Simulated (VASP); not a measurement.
WS2, 3 atoms in the cell. It takes space group R3m (No. 160, trigonal). Conventional cell: a = 3.185 Å, b = 3.185 Å, c = 19.469 Å, α = 90.00°, β = 90.00°, γ = 120.00°. W (site symmetry 3m) has 6 S at 2.41 Å and 6 W at 3.18 Å within 3.2 Å. Within 3.2 Å of S (site symmetry 3m) lie 3 W at 2.41 Å and 7 S at 3.12 to 3.18 Å. Within 3.2 Å of S (site symmetry 3m) lie 3 W at 2.41 Å and 7 S at 3.12 to 3.18 Å. 

* Program: VASP 6.6.1
* Task: single point
* Functional: PBE
* Potentials or basis: VASP PAW PBE potentials, release 64 (W_sv, S)
* Cutoff: 520 eV
* k mesh: 6 × 6 × 6
* Occupations: gaussian, width 0.1 eV
* Spin: no spin polarisation
* Dipole correction: no
* Further INCAR settings: ALGO = Normal; EDIFF = 1e-06; NBANDS = 20

Potentials or basis: VASP PAW PBE potentials, release 64 (W_sv, S).

The run is started by

```bash
$ cat potpaw_PBE.64/W_sv/POTCAR potpaw_PBE.64/S/POTCAR > POTCAR
$ mpirun -np 1 vasp_std > vasp.out
```

Hardware: 1 thread of AMD EPYC 7R43 64-Core Processor (Zen 3) (shared host).

Problem. Estimate the wall time of this run.

Solution. It took 3 min on 1 thread of AMD EPYC 7R43 64-Core Processor (Zen 3) (shared host), peak memory 0.29 GiB. Counts: scf iterations 14, k points 32.
